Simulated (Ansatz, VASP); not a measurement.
## Si3Ge in VASP and in Ansatz

```
Si Ge
1.0
     3.88810    0.00000    0.00000
     0.00000    3.88810    0.00000
     0.00000    0.00000    5.48368
Si Ge
3 1
Direct
  0.50000 0.00000 0.75488
  0.50000 0.50000 0.00000
  0.00000 0.50000 0.24512
  0.00000 0.00000 0.50000
```

Alike in both runs: task single point; functional r2SCAN; k mesh 6 × 6 × 4; no spin polarisation.

|  | VASP | Ansatz |
| --- | --- | --- |
| version | VASP 6.6.1 | Ansatz 0.2.0 |
| potentials or method | VASP PAW PBE potentials, release 64 (Si, Ge_d) | plane waves, PAW |
| plane-wave cutoff (eV) | 520 | 500 |
| occupations | gaussian, width 0.01 eV | fixed |
| valence electrons in the cell | 26 | 26 |

```csv
,VASP,Ansatz,Ansatz less VASP
gap on the k mesh at the Fermi level (eV),0.58,0.57,-0.007
pressure (GPa),-0.1,0.0,+0.13
rms of the force components (eV/Å),0.008,0.000,-0.0080
```

VASP's potentials were made for PBE, not for r2SCAN. Atom by atom the forces differ by 0.008 eV/Å (rms over components).
